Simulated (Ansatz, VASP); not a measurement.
One calculation of FeS2, two programs

```
CELL_PARAMETERS angstrom
4.43892 0.00000 0.00000
0.00000 5.40978 0.00000
0.00000 0.00000 3.38934
ATOMIC_POSITIONS crystal
Fe 0.00000 0.00000 0.00000
Fe 0.50000 0.50000 0.50000
S 0.20627 0.37518 0.00000
S 0.29373 0.87518 0.50000
S 0.79373 0.62482 0.00000
S 0.70627 0.12482 0.50000
```

Alike in both runs: functional PBE; k mesh 6 × 6 × 8; occupations gaussian, width 0.02 eV; no spin polarisation.

Ansatz relaxed the structure, and its values are those at the end. VASP's run is a single point on that final structure, the one shown.

|  | VASP | Ansatz |
| --- | --- | --- |
| version | VASP 6.6.1 | Ansatz 0.2.0 |
| potentials or method | VASP PAW PBE potentials, release 64 (Fe, S), cutoff 600 eV | scalar-relativistic, plane waves, PAW |
| valence electrons in the cell | 40 | 56 |

|  | VASP | Ansatz | Ansatz less VASP |
| --- | --- | --- | --- |
| gap on the k mesh at the Fermi level (eV) | 0.88 | 0.90 | +0.020 |
| least direct gap on the mesh (eV) | 1.20 | 1.21 | +0.017 |
| pressure (GPa) | 0.1 | 0.0 | -0.13 |
| rms of the force components (eV/Å) | 0.031 | 0.001 | -0.0301 |

The functional is the same, so the differences come from potentials, cutoffs and numerics. VASP's potentials hold 40 valence electrons a cell and Ansatz's 56, so a difference there can come from the potentials and not from the codes.
